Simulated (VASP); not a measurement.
# GaAs (F-43m) in VASP: notebook, part 2 of 2

VASP 6.6.1. The steps go on from the part before.

## (4) Single point, HSE06

POSCAR

```
GaAs
1.0
    0.0000000000      2.8330831934      2.8330831934
    2.8330831934      0.0000000000      2.8330831934
    2.8330831934      2.8330831934      0.0000000000
Ga As
1 1
Direct
    0.0000000000      0.0000000000      0.0000000000
    0.2500000000      0.2500000000      0.2500000000
```

INCAR.step1

```
PREC = Accurate ; ENCUT = 520
EDIFF = 1E-5 ; ISMEAR = 1
SIGMA = 0.2 ; LREAL = F
LASPH = T ; NELM = 60
ALGO = Normal ; ISIF = 2
LWAVE = T ; LCHARG = F
GGA = PE ; NBANDS = 16
```

INCAR.step2

```
PREC = Accurate ; ENCUT = 520
EDIFF = 1E-7 ; ISMEAR = 1
SIGMA = 0.2 ; LREAL = F
LASPH = T ; NELM = 60
ALGO = Normal ; ISIF = 2
LWAVE = F ; LCHARG = F
GGA = PE ; LHFCALC = T
HFSCREEN = 0.2079 ; PRECFOCK = Normal
ISTART = 1 ; NBANDS = 16
```

KPOINTS

```
Automatic mesh
0
Gamma
  4 4 4
```

Potentials or basis: VASP PAW PBE potentials, release 64 (Ga_d, As).

Started as:

```sh
cat potpaw_PBE.64/Ga_d/POTCAR potpaw_PBE.64/As/POTCAR > POTCAR
cp INCAR.step1 INCAR
mpirun -np 1 vasp_std > vasp.out
cp INCAR.step2 INCAR
mpirun -np 1 vasp_std > vasp.out
```

OUTCAR:

```text
PREC = Accurate
   ENCUT = 520
   EDIFF = 1E-7
   ISMEAR = 1
   LREAL = F
   LASPH = T
   NELM = 60
   ISIF = 2
   GGA = PE
   LHFCALC = T
   HFSCREEN = 0.2079
   PRECFOCK = Normal
   ISTART = 1

 ion  position               nearest neighbor table
   1  0.000  0.000  0.000-   2 2.45   2 2.45   2 2.45   2 2.45
   2  0.250  0.250  0.250-   1 2.45   1 2.45   1 2.45   1 2.45

  LATTYP: Found a face centered cubic cell.
 ALAT       =     5.6661663868

  Lattice vectors:

 A1 = (   0.0000000000,   2.8330831934,   2.8330831934)
 A2 = (   2.8330831934,   0.0000000000,   2.8330831934)
 A3 = (   2.8330831934,   2.8330831934,   0.0000000000)

Analysis of symmetry for initial positions (statically):
=====================================================================
 Subroutine PRICEL returns:
 Original cell was already a primitive cell.

 Routine SETGRP: Setting up the symmetry group for a
 face centered cubic supercell.

 Subroutine GETGRP returns: Found 24 space group operations
 (whereof 24 operations were pure point group operations)
 out of a pool of 48 trial point group operations.

The static configuration has the point symmetry T_d .

Analysis of symmetry for dynamics (positions and initial velocities):
=====================================================================
 Subroutine PRICEL returns:
 Original cell was already a primitive cell.

 Routine SETGRP: Setting up the symmetry group for a
 face centered cubic supercell.

 Subroutine GETGRP returns: Found 24 space group operations
[... 103 lines left out ...]
   IALGO  =     38    algorithm
   IMIX   =      1    mixing-type and parameters
     AMIX     =   0.40;   BMIX     =  1.00
     AMIX_MAG =   1.60;   BMIX_MAG =  1.00
  volume/ion in A,a.u.               =      22.74       153.45
  Fermi-wavevector in a.u.,A,eV,Ry     =   1.201978  2.271408 19.657016  1.444750
  Thomas-Fermi vector in A             =   2.337772
   LORBIT       =      0    0 simple, 1 ext, 2 COOP (PROOUT), +10 PAW based schemes
   GGA     = PE    functional components
   LHFCALC =     T    Hartree Fock is set to
   PRECFOCK=normal    Normal, Fast or Accurate (Low or Medium for compatibility)
   ENCUT4O =  -1.0   cutoff for four orbital integrals eV
   NKREDX  =     1    reduce k-point grid by
   NKREDY  =     1    reduce k-point grid by
   NKREDZ  =     1    reduce k-point grid by
   AEXX    =    0.2500 exact exchange contribution
   HFSCREEN=    0.2079 screening length (either q_TF or 0.3 A-1)
   HFSCREENC=   0.2079 screening length for correlation (either q_TF or 0.3 A-1)
   ENCUTFOCK=  -1.0 apply spherical cutoff to Coloumb kernel
   IVDW    =     0    specifies the selected vdW correction
   LEPSILON=     F    determine dielectric tensor
   LRPA    =     F    only Hartree local field effects (RPA)
 non-spin polarized calculation
 Methfessel and Paxton  Order N= 1 SIGMA  =   0.20
  energy-cutoff  :      520.00
  volume of cell :       45.48
 maximum number of plane-waves:      1243
 NGX is ok and might be reduce to    30
  NGX = 24; NGY = 24; NGZ = 24

 number of electron      17.9999990 magnetization

 Free energy of the ion-electron system (eV)
  ---------------------------------------------------
  ext. energy  EPLUGINS =         0.00000000
  ---------------------------------------------------
  free energy    TOTEN  =        -9.71329202 eV

  energy without entropy =       -9.71383557  energy(sigma->0) =       -9.71347320

 E-fermi :   3.6267     XC(G=0):  -7.9247

 val. band max:        3.4583275289   @ k =   0.0000   0.0000   0.0000
 cond. band min:       4.8720467533   @ k =   0.0000   0.0000   0.0000
 fundamental gap:      1.4137192243
 Fermi energy:         3.6267017174

 k-point     1 :       0.0000    0.0000    0.0000
  band No.  band energies     occupation
      1     -13.9194      2.00000
      2     -13.9194      2.00000
      3     -13.9194      2.00000
      4     -13.8401      2.00000
      5     -13.8401      2.00000
      6     -10.4247      2.00000
[... 129 lines left out ...]
      3     -13.8790      2.00000
      4     -13.8503      2.00000
      5     -13.8367      2.00000
      6      -7.6504      2.00000
[... 8 lines left out ...]
     15      16.8705      0.00000
     16      17.9173      0.00000

------------------------ aborting loop because EDIFF is reached ----------------------------------------

  FORCE on cell =-STRESS in cart. coord.  units (eV):
  Direction    XX          YY          ZZ          XY          YZ          ZX
  --------------------------------------------------------------------------------------
  -------------------------------------------------------------------------------------
  Total        0.2176114      0.2176114      0.2176114      0.0000000     -0.0000000      0.0000000
  in kB        7.6662736      7.6662736      7.6662736      0.0000000     -0.0000000      0.0000000
  external PRESSURE =       7.6662736 kB  Pullay stress =       0.0000000 kB

 VOLUME and BASIS-vectors are now :
 -----------------------------------------------------------------------------
  energy-cutoff  :      520.00
  volume of cell :       45.48
      direct lattice vectors                 reciprocal lattice vectors
     0.000000000  2.833083193  2.833083193    -0.176486169  0.176486169  0.176486169
     2.833083193  0.000000000  2.833083193     0.176486169 -0.176486169  0.176486169
     2.833083193  2.833083193  0.000000000     0.176486169  0.176486169 -0.176486169

 POSITION                                       TOTAL-FORCE (eV/Angst)
 -----------------------------------------------------------------------------------
      0.00000      0.00000      0.00000         0.000000     -0.000000      0.000000
      1.41654      1.41654      1.41654        -0.000000      0.000000     -0.000000
 -----------------------------------------------------------------------------------
    total drift:                               -0.000024     -0.000039     -0.000023

  FREE ENERGIE OF THE ION-ELECTRON SYSTEM (eV)
  ---------------------------------------------------
  free  energy   TOTEN  =        -9.7132920179 eV

  energy  without entropy=       -9.7138355732  energy(sigma->0) =       -9.71347320
```

OUTCAR.step1:

```text
PREC = Accurate
   ENCUT = 520
   EDIFF = 1E-5
   ISMEAR = 1
   LREAL = F
   LASPH = T
[... 354 lines left out ...]
 -----------------------------------------------------------------------------------
      0.00000      0.00000      0.00000         0.000000      0.000000     -0.000000
      1.41654      1.41654      1.41654        -0.000000     -0.000000      0.000000
 -----------------------------------------------------------------------------------
    total drift:                                0.000002      0.000002      0.000002

  FREE ENERGIE OF THE ION-ELECTRON SYSTEM (eV)
  ---------------------------------------------------
  free  energy   TOTEN  =        -8.0790364485 eV

  energy  without entropy=       -8.0801156233  energy(sigma->0) =       -8.07939617
```

Wall time 22 min (1 thread of AMD EPYC 7R13, shared host); peak memory 0.25 GiB.

Results:

| Property | Result |
| --- | --- |
| Free energy | -9.7133 eV |
| Pressure | 0.8 GPa |
| Band gap on the k mesh | 1.41 eV, direct |

Caveat: the k points lie up to 0.48 Å⁻¹ apart; the PAW data sets were made with another functional, which shifts forces and pressure a little. A k mesh can miss the band edges.

## (5) Overview

```tsv
level	smearing	share of exact exchange	screening parameter	gap on the mesh (eV)	pressure (GPa)
PBE-based global hybrid	gaussian 0.01 eV	0.05	-	0.78	2.7
PBE-based screened hybrid	gaussian 0.01 eV	0.1	0.2078 1/Å	0.83	2.3
HSE06	methfessel-paxton 0.2 eV	-	0.2079 1/Å	1.41	0.8
```

Alike in all rows: task single point; potentials or basis VASP PAW PBE potentials, release 64 (Ga_d, As); no spin polarisation; cell as given; k mesh 4 × 4 × 4; cutoff (eV) 520.

Caveats: all runs use coarse meshes; the PAW data sets were made with another functional, which shifts forces and pressure a little.

Absolute energies hang on the potentials; compare differences alone.
